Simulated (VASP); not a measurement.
Crystal: Co.

```
CELL_PARAMETERS angstrom
0.00000 1.76017 1.76017
1.76017 0.00000 1.76017
1.76017 1.76017 0.00000
ATOMIC_POSITIONS crystal
Co 0.00000 0.00000 0.00000
```

This isn't the form of Co at room conditions, which is hcp.

```yaml
Program: VASP 6.6.1
Task: relaxation of cell and atoms
Functional: PBEsol
Potentials_or_basis: VASP PAW PBE potentials, release 64 (Co)
Cutoff: 600 eV
k_mesh: 20 × 20 × 20
Occupations: gaussian, width 0.1 eV
Spin: collinear spin, ferromagnetic start
Starting_moments: "[1.88] μB"
```

At the start: pressure -10.8 GPa; volume 10.91 Å³/atom.

Question: Where does the relaxation end?

Answer: Over 4 steps the energy falls by 18.4 meV/atom and the volume is 10.38 Å³/atom (-4.8 %); space group Fm-3m (No. 225, to 0.1 Å) before and after; moment 1.61 μB per cell.

Step by step:
| step | energy change (eV) | largest force (eV/Å) | pressure (GPa) | volume (Å³) |
| --- | --- | --- | --- | --- |
| 1 | 0.0000 | 0.0000 | -10.77 | 10.91 |
| 2 | 0.0110 | 0.0000 | 16.60 | 9.79 |
| 3 | -0.0184 | 0.0000 | -0.17 | 10.39 |
| 4 | -0.0184 | 0.0000 | 0.06 | 10.38 |

Final structure:
```yaml
crystal:
  lattice:
    - [0.00000, 1.73154, 1.73154]
    - [1.73154, 0.00000, 1.73154]
    - [1.73154, 1.73154, 0.00000]
  atoms:
    - { symbol: Co, position: [0.00000, 0.00000, 0.00000] }
```

Caveat: the PAW data sets were made with another functional, which shifts forces and pressure a little.
